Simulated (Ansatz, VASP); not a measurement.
# Ge3PPt in VASP and in Ansatz

INCAR

```
SYSTEM = Ge3PPt
  PREC = Accurate
  ENCUT = 520
  EDIFF = 1E-6
  ISMEAR = -5
  SIGMA = 0.1
  LREAL = .FALSE.
  LASPH = .TRUE.
  NELM = 60
  ALGO = Normal
  ISIF = 2
  LWAVE = .FALSE.
  LCHARG = .TRUE.
  GGA = PE
  LELF = .TRUE.
  LVHAR = .TRUE.
  NBANDS = 36
```

KPOINTS

```
regular mesh
0
G
  5 5 5
  0 0 0
```

The input POSCAR:

```
Ge3PPt
1.0
    0.0000000000      4.1994450000      0.0000000000
    4.1994450000      0.0000000000      0.0000000000
    2.0997230000      2.0997230000     -4.7087330000
P Pt Ge
1 1 3
Direct
    0.0000000000      0.0000000000      0.0000000000
    0.6479000000      0.6479000000      0.7042000000
    0.4004000000      0.4004000000      0.1992000000
    0.7537000000      0.2537000000      0.4926000000
    0.2537000000      0.7537000000      0.4926000000
```

Input for Ansatz:

```yaml
crystal:
  lattice:
    - [0.0, 4.199445, 0.0]
    - [4.199445, 0.0, 0.0]
    - [2.099723, 2.099723, -4.708733]
  atoms:
    - { symbol: P, position: [0.0, 0.0, 0.0] }
    - { symbol: Pt, position: [0.6479, 0.6479, 0.7042] }
    - { symbol: Ge, position: [0.4004, 0.4004, 0.1992] }
    - { symbol: Ge, position: [0.7537, 0.2537, 0.4926] }
    - { symbol: Ge, position: [0.2537, 0.7537, 0.4926] }
  symmetry: { tolerance: 0.0003 }
kpoints:
  mp_grid: { grid: [5, 5, 5], shift: [0, 0, 0] }
magnetization:
  spin_polarized: false
scf:
  occupations: { method: tetrahedron }
  algorithm: density_mixing
hamiltonian:
  pseudopotentials: { kind: paw }
  xc: pbe
basis:
  ecutwfc: 420
output:
  forces: true
  stress: true
  eigenvalues: true
```

Alike in both runs: task single point; functional PBE; k mesh 5 × 5 × 5; occupations tetrahedron; no spin polarisation.

```csv
,VASP,Ansatz
version,VASP 6.6.1,Ansatz 0.2.0
potentials or method,"VASP PAW PBE potentials, release 64 (P, Pt, Ge_d), cutoff 520 eV",PAW plane waves
valence electrons in the cell,57,65
```

Ansatz gave:

* gap on the k mesh at the Fermi level (eV): none
* pressure (GPa): 24.2
* traceless stress, the component that is largest in VASP (GPa): 1.75
* rms of the force components (eV/Å): 0.914

Question: What did VASP give for the same quantities?

Answer: gap on the k mesh at the Fermi level (eV): none; pressure (GPa): 24.3; traceless stress, the component that is largest in VASP (GPa): 1.47; rms of the force components (eV/Å): 0.919.

Atom by atom the forces differ by 0.007 eV/Å (rms over components). A gap of «none» marks a metal or a gap that the smearing closes. VASP's potentials hold 57 valence electrons a cell and Ansatz's 65, so a difference there can come from the potentials and not from the codes. Ansatz's warnings: band table not solved further, tetrahedron derivatives may miss energy slope.

Spin-orbit coupling is off throughout.
